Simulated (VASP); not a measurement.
# Ga3H2N3 in VASP: a series of runs

The runs below take Ga3H2N3 through single point, with PBE+D3(BJ).

Everything below comes from runs of VASP 6.6.1. Logs are shortened: lines on timing, memory, paths and dates and some standing lists are left out, and cuts for length are marked.

### Step 1. The cell of the first run

The cell holds a slab with vacuum, 32 atoms: a = 6.393 Å, b = 5.209 Å, c = 27.387 Å, α = 90.00°, β = 90.00°, γ = 90.00°.

### Step 2. Single point, PBE+D3(BJ)

Contents of INCAR:

```
SYSTEM = Ga3H2N3
PREC     = Accurate       ! precision mode
ENCUT    = 520            ! plane-wave cutoff, eV
EDIFF    = 1E-6           ! SCF threshold, eV
ISMEAR   = 0              ! smearing method
SIGMA    = 0.05           ! smearing width, eV
LREAL    = Auto         
LASPH    = .True.         ! aspherical terms in the spheres
NELM     = 60             ! most SCF steps
ALGO     = Normal         ! electronic algorithm
ISIF     = 2              ! what is computed and relaxed
LWAVE    = .False.        ! write WAVECAR
LCHARG   = .False.        ! write CHGCAR
LDIPOL   = .True.       
IDIPOL   = 3            
DIPOL    = 0.5 0.5 0.464
GGA      = PE             ! functional
IVDW     = 12             ! dispersion correction
NBANDS   = 134            ! bands
```

Contents of KPOINTS:

```
Automatic mesh
0
Gamma
  3 3 1
  0 0 0
```

Contents of POSCAR:

```
Ga3H2N3
1.0
    6.3931260388      0.0000000000      0.0000000000
    0.0000000000      5.2085710424      0.0000000000
    0.0000000000      0.0000000000     27.3869746562
Ga N H
12 12 8
Direct
    0.5000000000      0.0008110328      0.3455583735
    0.0000000000      0.0008110328      0.3455583735
    0.7500000000      0.5008110328      0.3792520645
    0.2500000000      0.5008110328      0.3792520645
    0.7500000000      0.0008110328      0.4466394464
    0.2500000000      0.0008110328      0.4466394464
   -0.0000058658      0.5002913453      0.4809984446
    0.4999803744      0.5002859901      0.4809980519
   -0.0000969292     -0.0030877340      0.5474974509
    0.4998433538     -0.0030747592      0.5474596259
    0.2498701523      0.5108843203      0.5846742550
    0.7498821731      0.5107692461      0.5846384656
    0.5000000000      0.6241889672      0.3455583735
    0.0000000000      0.6241889672      0.3455583735
    0.7500000000      0.1241889672      0.3792520645
    0.2500000000      0.1241889672      0.3792520645
    0.7500000000      0.6241889672      0.4466394464
    0.2500000000      0.6241889672      0.4466394464
   -0.0000098205      0.1236970391      0.4809111233
    0.4999667817      0.1237156516      0.4808847777
   -0.0001016922      0.6230852106      0.5481407399
    0.4998753128      0.6230995591      0.5481541826
    0.2499768872      0.1298970913      0.5801095153
    0.7497507098      0.1297818417      0.5800653172
    0.4999999635      0.0969356798      0.2908548674
   -0.0000092040      0.0969287507      0.2908541176
    0.4999987186      0.5572688342      0.3103955965
   -0.0000014052      0.5572657398      0.3103958196
    0.2495622420      0.6028444067      0.6393077039
    0.7501842899      0.6018848340      0.6393140810
    0.2499346086      0.0599069486      0.6151368780
    0.7493521242      0.0598793562      0.6150963791
```

Potentials or basis: VASP PAW PBE potentials, release 64 (Ga_d, N, H).

Launch:

```console
> cat potpaw_PBE.64/Ga_d/POTCAR potpaw_PBE.64/N/POTCAR potpaw_PBE.64/H/POTCAR > POTCAR
> mpirun -np 1 vasp_std > vasp.out
```

OUTCAR:

```text
SYSTEM = Ga3H2N3
   PREC = Accurate
   ENCUT = 520
   EDIFF = 1E-6
   ISMEAR = 0
   LREAL = Auto
   LASPH = .True.
   NELM = 60
   ISIF = 2
   GGA = PE
   IVDW = 12
 IVDW          = 12

 ion  position               nearest neighbor table
   1  0.500  0.001  0.346-  25 1.58  16 1.95  15 1.95  13 1.96
   2  0.000  0.001  0.346-  26 1.58  16 1.95  15 1.95  14 1.96
   3  0.750  0.501  0.379-  17 1.95  14 1.95  13 1.95  15 1.96
   4  0.250  0.501  0.379-  18 1.95  14 1.95  13 1.95  16 1.96
   5  0.750  0.001  0.447-  15 1.95  20 1.96  19 1.96  17 1.96
   6  0.250  0.001  0.447-  16 1.95  20 1.96  19 1.96  18 1.96
[... 16 lines left out ...]
  23  0.250  0.130  0.580-  31 1.03  10 1.96   9 1.96  11 1.99
  24  0.750  0.130  0.580-  32 1.03  10 1.96   9 1.96  12 1.99
  25  0.500  0.097  0.291-   1 1.58
  26  1.000  0.097  0.291-   2 1.58
  27  0.500  0.557  0.310-  13 1.02
  28  1.000  0.557  0.310-  14 1.02
  29  0.250  0.603  0.639-  11 1.57
  30  0.750  0.602  0.639-  12 1.57
  31  0.250  0.060  0.615-  23 1.03
  32  0.749  0.060  0.615-  24 1.03

  LATTYP: Found a simple orthorhombic cell.
 ALAT       =     5.2085710424
 B/A-ratio  =     1.2274241796
 C/A-ratio  =     5.2580591554

  Lattice vectors:

 A1 = (   0.0000000000,  -5.2085710424,   0.0000000000)
 A2 = (   6.3931260388,   0.0000000000,   0.0000000000)
 A3 = (   0.0000000000,   0.0000000000,  27.3869746562)

Analysis of symmetry for initial positions (statically):
=====================================================================
 Subroutine PRICEL returns:
 Original cell was already a primitive cell.

 Routine SETGRP: Setting up the symmetry group for a
 simple orthorhombic supercell.

 Subroutine GETGRP returns: Found  1 space group operations
 (whereof  1 operations were pure point group operations)
 out of a pool of  8 trial point group operations.

The static configuration has the point symmetry C_1 .

Analysis of symmetry for dynamics (positions and initial velocities):
=====================================================================
 Subroutine PRICEL returns:
 Original cell was already a primitive cell.

 Routine SETGRP: Setting up the symmetry group for a
 simple orthorhombic supercell.

 Subroutine GETGRP returns: Found  1 space group operations
 (whereof  1 operations were pure point group operations)
 out of a pool of  8 trial point group operations.

The dynamic configuration has the point symmetry C_1 .

 Subroutine INISYM returns: Found  1 space group operations
 (whereof  1 operations are pure point group operations),
 and found     1 'primitive' translations

----------------------------------------------------------------------------------------

                                     Primitive cell

  volume of cell :     911.9603

  direct lattice vectors                    reciprocal lattice vectors
     6.393126039  0.000000000  0.000000000     0.156418002  0.000000000  0.000000000
     0.000000000  5.208571042  0.000000000     0.000000000  0.191991237  0.000000000
     0.000000000  0.000000000 27.386974656     0.000000000  0.000000000  0.036513708

  length of vectors
     6.393126039  5.208571042 27.386974656     0.156418002  0.191991237  0.036513708

  position of ions in fractional coordinates (direct lattice)
     0.500000000  0.000811033  0.345558373
     0.000000000  0.000811033  0.345558373
     0.750000000  0.500811033  0.379252065
     0.250000000  0.500811033  0.379252065
     0.750000000  0.000811033  0.446639446
     0.250000000  0.000811033  0.446639446
[... 24 lines left out ...]
     0.249934609  0.059906949  0.615136878
     0.749352124  0.059879356  0.615096379

  ion indices of the primitive-cell ions
   primitive index   ion index
                 1           1
                 2           2
                 3           3
                 4           4
                 5           5
                 6           6
[... 24 lines left out ...]
                31          31
                32          32

----------------------------------------------------------------------------------------

 KPOINTS: Automatic mesh

Automatic generation of k-mesh.
 Grid dimensions read from file:
 generate k-points for:    3    3    1

 Generating k-lattice:

  Cartesian coordinates                     Fractional coordinates (reciprocal lattice)
     0.052139334  0.000000000  0.000000000     0.333333333  0.000000000  0.000000000
     0.000000000  0.063997079  0.000000000     0.000000000  0.333333333  0.000000000
     0.000000000  0.000000000  0.036513708     0.000000000  0.000000000  1.000000000

  Length of vectors
     0.052139334  0.063997079  0.036513708

  Shift w.r.t. Gamma in fractional coordinates (k-lattice)
     0.000000000  0.000000000  0.000000000

 Subroutine IBZKPT returns following result:
 ===========================================

 Found      5 irreducible k-points:

 Following reciprocal coordinates:
            Coordinates               Weight
  0.000000  0.000000  0.000000      1.000000
  0.333333  0.000000  0.000000      2.000000
  0.000000  0.333333  0.000000      2.000000
  0.333333  0.333333  0.000000      2.000000
 -0.333333  0.333333  0.000000      2.000000
   k-points           NKPTS =      5   k-points in BZ     NKDIM =      5   number of bands    NBANDS=    134
   number of dos      NEDOS =    301   number of ions     NIONS =     32
   total plane-waves  NPLWV = 403200
   dimension x,y,z NGX =    48 NGY =   40 NGZ =  210
   dimension x,y,z NGXF=    96 NGYF=   80 NGZF=  420
   ions per type =              12  12   8
   NGX,Y,Z   is equivalent  to a cutoff of  12.48, 12.77, 12.75 a.u.
   NGXF,Y,Z  is equivalent  to a cutoff of  24.96, 25.53, 25.50 a.u.
 SYSTEM =  Ga3H2N3
   PREC   = accura    normal or accurate (medium, high low for compatibility)
   ISTART =      0    job   : 0-new  1-cont  2-samecut
   ICHARG =      2    charge: 1-file 2-atom 10-const
   ISPIN  =      1    spin polarized calculation?
   LNONCOLLINEAR =      F non collinear calculations
   LSORBIT =      F    spin-orbit coupling
   LASPH  =      T    aspherical Exc in radial PAW
   ENCUT  =  520.0 eV  38.22 Ry    6.18 a.u.  11.89  9.68 50.92*2*pi/ulx,y,z
   NELM   =     60;   NELMIN=  2; NELMDL= -5     # of ELM steps
   EDIFF  = 0.1E-05   stopping-criterion for ELM
   LREAL  =      T    real-space projection
   EDIFFG = 0.1E-04   stopping-criterion for IOM
   NSW    =      0    number of steps for IOM
   IBRION =     -1    ionic relax: 0-MD 1-quasi-New 2-CG
   NFREE  =      0    steps in history (QN), initial steepest desc. (CG)
   ISIF   =      2    stress and relaxation
   ISYM   =      2    0-nonsym 1-usesym 2-fastsym
   POTIM  = 0.5000    time-step for ionic-motion
   TEBEG  =    0.0;   TEEND  =   0.0 temperature during run
   PSTRESS=    0.0 pullay stress
   NELECT =     224.0000    total number of electrons
   NUPDOWN=      -1.0000    fix difference up-down
   EMIN   =  10.00;   EMAX   =-10.00  energy-range for DOS
   EFERMI =   0.00;   METHOD = LEGACY
   ISMEAR =     0;   SIGMA  =   0.05  broadening in eV -4-tet -1-fermi 0-gaus
   EFERMI_NEDOS =   21; number of points for ismear=-14 and -15
   IALGO  =     38    algorithm
   IMIX   =      4    mixing-type and parameters
     AMIX     =   0.40;   BMIX     =  1.00
     AMIX_MAG =   1.60;   BMIX_MAG =  1.00
  volume/ion in A,a.u.               =      28.50       192.32
  Fermi-wavevector in a.u.,A,eV,Ry     =   1.025256  1.937452 14.301754  1.051149
  Thomas-Fermi vector in A             =   2.159086
   LORBIT       =      0    0 simple, 1 ext, 2 COOP (PROOUT), +10 PAW based schemes
   GGA     = PE    functional components
   LHFCALC =     F    Hartree Fock is set to
   AEXX    =    0.0000 exact exchange contribution
   IVDW    =    12    specifies the selected vdW correction
   LEPSILON=     F    determine dielectric tensor
   LRPA    =     F    only Hartree local field effects (RPA)
 non-spin polarized calculation
 Gauss-broadening in eV      SIGMA  =   0.05
  energy-cutoff  :      520.00
  volume of cell :      911.96
 maximum number of plane-waves:     24589
   NGX = 23   NGY = 19   NGZ =101

 number of electron     223.9999956 magnetization

 dipolmoment           0.000000      0.000000     -0.053287 electrons x Angstroem

 Free energy of the ion-electron system (eV)
  ---------------------------------------------------
  ext. energy  EPLUGINS =         0.00000000
  ---------------------------------------------------
  free energy    TOTEN  =      -173.02260153 eV

  energy without entropy =     -173.02260153  energy(sigma->0) =     -173.02260153

 E-fermi :  -2.2128     XC(G=0):  -4.4161

 val. band max:       -2.4323209207   @ k =   0.0000   0.0000   0.0000
 cond. band min:       0.5864335306   @ k =   0.0000   0.0000   0.0000
 fundamental gap:      3.0187544513
 Fermi energy:        -2.2127873828

 k-point     1 :       0.0000    0.0000    0.0000
  band No.  band energies     occupation
      1     -18.2763      2.00000
      2     -18.1721      2.00000
      3     -17.8093      2.00000
      4     -17.8009      2.00000
      5     -17.6546      2.00000
      6     -17.2345      2.00000
[... 116 lines left out ...]
    123       3.5429      0.00000
    124       3.5665      0.00000

 k-point     2 :       0.3333    0.0000    0.0000
  band No.  band energies     occupation
      1     -18.1398      2.00000
      2     -18.0724      2.00000
      3     -17.8992      2.00000
      4     -17.8874      2.00000
      5     -17.5722      2.00000
      6     -17.3832      2.00000
[... 116 lines left out ...]
    123       3.7649      0.00000
    124       3.8440      0.00000

 k-point     3 :       0.0000    0.3333    0.0000
  band No.  band energies     occupation
      1     -18.1225      2.00000
      2     -18.0761      2.00000
      3     -17.7795      2.00000
      4     -17.7674      2.00000
      5     -17.5187      2.00000
      6     -17.2750      2.00000
[... 116 lines left out ...]
    123       3.3100      0.00000
    124       3.3885      0.00000

 k-point     4 :       0.3333    0.3333    0.0000
  band No.  band energies     occupation
      1     -18.0214      2.00000
      2     -17.9928      2.00000
      3     -17.8487      2.00000
      4     -17.8375      2.00000
      5     -17.4370      2.00000
      6     -17.2707      2.00000
[... 116 lines left out ...]
    123       3.6885      0.00000
    124       3.8198      0.00000

 k-point     5 :      -0.3333    0.3333    0.0000
  band No.  band energies     occupation
      1     -18.0214      2.00000
      2     -17.9928      2.00000
      3     -17.8487      2.00000
      4     -17.8375      2.00000
      5     -17.4370      2.00000
      6     -17.2707      2.00000
[... 116 lines left out ...]
    123       3.6882      0.00000
    124       3.8205      0.00000
 [bands above 124 left out]

------------------------ aborting loop because EDIFF is reached ----------------------------------------

 vacuum level on the upper side and lower side of the slab       (xc-potential included)        -0.282         0.000

 Edisp (eV)   -5.03224

 E8    (eV) :    -2.0296

  FORCE on cell =-STRESS in cart. coord.  units (eV):
  Direction    XX          YY          ZZ          XY          YZ          ZX
  --------------------------------------------------------------------------------------
  -------------------------------------------------------------------------------------
  Total       1.07046     2.25982    -0.25541    -0.00376    -0.56129     0.03387
  in kB       1.88063     3.97017    -0.44871    -0.00661    -0.98611     0.05951
  external pressure =        1.80 kB  Pullay stress =        0.00 kB

 VOLUME and BASIS-vectors are now :
 -----------------------------------------------------------------------------
  energy-cutoff  :      520.00
  volume of cell :      911.96
      direct lattice vectors                 reciprocal lattice vectors
     6.393126039  0.000000000  0.000000000     0.156418002  0.000000000  0.000000000
     0.000000000  5.208571042  0.000000000     0.000000000  0.191991237  0.000000000
     0.000000000  0.000000000 27.386974656     0.000000000  0.000000000  0.036513708

 POSITION                                       TOTAL-FORCE (eV/Angst)
 -----------------------------------------------------------------------------------
      3.19656      0.00422      9.46380        -0.000154      0.595466     -0.979681
      0.00000      0.00422      9.46380         0.000074      0.595628     -0.980016
      4.79484      2.60851     10.38657        -0.000265     -0.512199      0.010518
      1.59828      2.60851     10.38657        -0.000071     -0.512271      0.010530
      4.79484      0.00422     12.23210         0.000969      0.157404     -0.083884
      1.59828      0.00422     12.23210        -0.004044      0.157222     -0.085544
[... 24 lines left out ...]
      1.59786      0.31203     16.84674         0.001377     -0.011751      0.007925
      4.79070      0.31189     16.84563         0.007348     -0.011257      0.011206
 -----------------------------------------------------------------------------------
    total drift:                                0.001854     -0.004455      0.005044

  FREE ENERGIE OF THE ION-ELECTRON SYSTEM (eV)
  ---------------------------------------------------
  free  energy   TOTEN  =      -178.0548453639 eV

  energy  without entropy=     -178.0548453639  energy(sigma->0) =     -178.05484536

 vacuum level on the upper side and lower side of the slab         3.252         3.540
```

It took 25 min on 1 thread of Intel Xeon Platinum 8259CL at 2.50GHz (Skylake/Cascade Lake), shared host; peak memory 1 GiB.

Results:

```yaml
Free_energy: -178.0548 eV
Largest_force: 1.147 eV/Å
Band_gap_on_the_k_mesh: 3.02 eV
Dispersion_energy_per_atom: -0.157 eV
```

Forces on the atoms (eV/Å):
```
Ga   0.000  0.595 -0.980
Ga   0.000  0.596 -0.980
Ga   0.000 -0.512  0.011
Ga   0.000 -0.512  0.011
Ga   0.001  0.157 -0.084
Ga  -0.004  0.157 -0.086
Ga   0.000  0.000  0.004
Ga   0.000  0.002  0.005
Ga   0.000 -0.006 -0.016
Ga   0.000 -0.009 -0.019
Ga   0.000  0.027  0.033
Ga   0.002  0.026  0.036
N    0.000 -0.049  0.530
N    0.000 -0.050  0.530
N    0.000 -0.145  0.655
N   -0.001 -0.145  0.655
N   -0.002 -0.039 -0.165
N   -0.001 -0.039 -0.166
N    0.000 -0.001  0.005
N    0.000 -0.001  0.008
N    0.001 -0.001 -0.009
N   -0.001 -0.001 -0.012
N   -0.010 -0.002  0.019
N    0.006 -0.001  0.021
H    0.000 -0.007  0.019
H    0.000 -0.007  0.019
H    0.000 -0.001 -0.007
H    0.000 -0.001 -0.007
H    0.002 -0.008 -0.027
H   -0.002 -0.002 -0.025
H    0.001 -0.012  0.008
H    0.007 -0.011  0.011
```

Levels at points of the mesh, in eV from the valence-band top:
| k point | band 109 | band 110 | band 111 | band 112 | band 113 | band 114 | band 115 | band 116 |
| --- | --- | --- | --- | --- | --- | --- | --- | --- |
| (0.00, 0.00, 0.00) | -0.30 | -0.11 | -0.08 | 0.00 | 3.02 | 4.41 | 4.51 | 4.88 |

### Step 3. Single point, PBE+D3(BJ)

Contents of INCAR:

```
SYSTEM = Ga3H2N3
PREC = Accurate
ENCUT = 520
EDIFF = 1E-6
ISMEAR = 0
SIGMA = 0.05
LREAL = Auto
LASPH = .TRUE.
NELM = 100
ALGO = Normal
ISIF = 2
LWAVE = .FALSE.
LCHARG = .FALSE.
LDIPOL = .TRUE.
IDIPOL = 3
DIPOL = 0.5 0.5 0.464
GGA = PE
IVDW = 12
NBANDS = 134
```

Contents of KPOINTS:

```
regular mesh
0
G
  3 3 1
  0 0 0
```

Contents of POSCAR:

```
Ga3H2N3
1.0
    6.3931260417      0.0000000000      0.0000000000
    0.0000000000      5.2085710379      0.0000000000
    0.0000000000      0.0000000000     27.3869746602
Ga N H
12 12 8
Direct
    0.5000000000      0.0008110330      0.3455583735
    0.0000000000      0.0008110330      0.3455583735
    0.7500000000      0.5008110330      0.3792520645
    0.2500000000      0.5008110330      0.3792520645
    0.7500000000      0.0008110330      0.4466394464
    0.2500000000      0.0008110330      0.4466394464
    0.0002270436      0.5000755253      0.4808819264
    0.4998458706      0.4999430089      0.4809281644
    0.0003044456     -0.0025209631      0.5475130013
    0.4988965350     -0.0028692462      0.5477229307
    0.2498903767      0.5108956464      0.5850128870
    0.7502244262      0.5085956915      0.5832817994
    0.5000000000      0.6241889670      0.3455583735
    0.0000000000      0.6241889670      0.3455583735
    0.7500000000      0.1241889670      0.3792520645
    0.2500000000      0.1241889670      0.3792520645
    0.7500000000      0.6241889670      0.4466394464
    0.2500000000      0.6241889670      0.4466394464
    0.0000683147      0.1236667003      0.4808325093
    0.4998031405      0.1234248309      0.4809701679
    0.0006420580      0.6234757781      0.5480025694
    0.4996718404      0.6231720585      0.5481457764
    0.2494679674      0.1303689451      0.5802778218
    0.7494410112      0.1287898560      0.5797257141
    0.5000192439      0.0968910385      0.2908505661
   -0.0000424700      0.0969217447      0.2908536487
    0.4999862118      0.5572543363      0.3103966833
    0.0000211593      0.5572339413      0.3103980771
    0.2506880501      0.6072551036      0.6391457423
    0.7551202323      0.5937066787      0.6390640565
    0.2461345516      0.0623937079      0.6154823144
    0.7535774126      0.0637127130      0.6151645460
```

Potentials or basis: VASP PAW PBE potentials, release 64 (Ga_d, N, H).

Launch:

```console
> cat potpaw_PBE.64/Ga_d/POTCAR potpaw_PBE.64/N/POTCAR potpaw_PBE.64/H/POTCAR > POTCAR
> mpirun -np 1 vasp_std > vasp.out
```

Run time: 23 min. Hardware: 1 thread of Intel Xeon Platinum 8488C (Sapphire Rapids), shared host; peak memory 1 GiB.

It converged, with:

```
Free energy                : -178.0405 eV
Largest force              : 1.148 eV/Å
Band gap on the k mesh     : 3.03 eV
Dispersion energy per atom : -0.157 eV
```

Forces on the atoms (eV/Å):
```
Ga  -0.002  0.595 -0.982
Ga   0.002  0.594 -0.980
Ga  -0.001 -0.510  0.007
Ga   0.002 -0.509  0.010
Ga  -0.011  0.149 -0.066
Ga   0.002  0.146 -0.091
Ga   0.018  0.024  0.016
Ga  -0.019  0.029  0.019
Ga  -0.045 -0.073 -0.110
Ga   0.044 -0.089 -0.055
Ga   0.001  0.076 -0.099
Ga   0.020  0.186  0.524
N    0.001 -0.050  0.529
N    0.000 -0.050  0.530
N   -0.005 -0.144  0.659
N    0.003 -0.145  0.652
N   -0.006 -0.047 -0.167
N    0.013 -0.037 -0.204
N    0.000  0.002  0.025
N    0.002  0.003  0.038
N    0.076 -0.003 -0.087
N   -0.079 -0.011 -0.087
N   -0.052  0.021  0.112
N    0.092 -0.055  0.111
H    0.000 -0.007  0.020
H    0.000 -0.007  0.020
H    0.001  0.000 -0.008
H   -0.001  0.000 -0.008
H   -0.005 -0.019  0.033
H   -0.036 -0.023 -0.222
H    0.065 -0.043 -0.047
H   -0.077 -0.004 -0.090
```

Levels at points of the mesh, in eV from the valence-band top:
```csv
k point,band 109,band 110,band 111,band 112,band 113,band 114,band 115,band 116
"(0.00, 0.00, 0.00)",-0.30,-0.10,-0.07,0.00,3.03,4.41,4.52,4.89
```
